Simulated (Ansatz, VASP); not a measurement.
# Ge3Pd: VASP beside Ansatz

```
Pd Ge
1.0
     4.22326    0.00000    0.00000
     0.00000    4.22326    0.00000
     0.00000    0.00000    4.22326
Pd Ge
1 3
Direct
  0.00000 0.00000 0.00000
  0.50000 0.50000 0.00000
  0.50000 0.00000 0.50000
  0.00000 0.50000 0.50000
```

Alike in both runs: task single point; functional PBE; k mesh 7 × 7 × 7; occupations fermi-dirac, width 0.05 eV; no spin polarisation.

|  | VASP | Ansatz |
| --- | --- | --- |
| version | VASP 6.6.1 | Ansatz 0.2.0 |
| potentials or method | VASP PAW PBE potentials, release 64 (Pd, Ge_d) | Ansatz PAW |
| plane-wave cutoff (eV) | 520 | 420 |
| valence electrons in the cell | 52 | 60 |

|  | VASP | Ansatz | Ansatz less VASP |
| --- | --- | --- | --- |
| gap on the k mesh at the Fermi level (eV) | none | none | - |
| pressure (GPa) | -4.4 | -4.4 | +0.02 |

A gap of «none» marks a metal or a gap that the smearing closes. With one functional, cell and mesh, what is left measures potentials, basis and numerics. VASP's potentials hold 52 valence electrons a cell and Ansatz's 60, so a difference there can come from the potentials and not from the codes.
